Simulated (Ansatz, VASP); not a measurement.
# Ag in VASP and in Ansatz

```
Ag
1.0
    -1.65156    1.65156    1.65156
     1.65156   -1.65156    1.65156
     1.65156    1.65156   -1.65156
Ag
1
Direct
  0.00000 0.00000 0.00000
```

Alike in both runs: functional PBE; k mesh 18 × 18 × 18; occupations fermi-dirac, width 0.05 eV; no spin polarisation.

Ansatz relaxed the structure, and its values are those at the end. VASP's run is a single point on that final structure, the one shown.

```csv
,VASP,Ansatz
version,VASP 6.6.1,Ansatz 0.2.0
potentials or method,"VASP PAW PBE potentials, release 64 (Ag), cutoff 500 eV","all-electron LAPW, scalar-relativistic"
```

```tsv
	VASP	Ansatz	Ansatz less VASP
pressure (GPa)	-0.1	0.0	+0.06
```

Ansatz ran all-electron here, and VASP with PAW potentials.
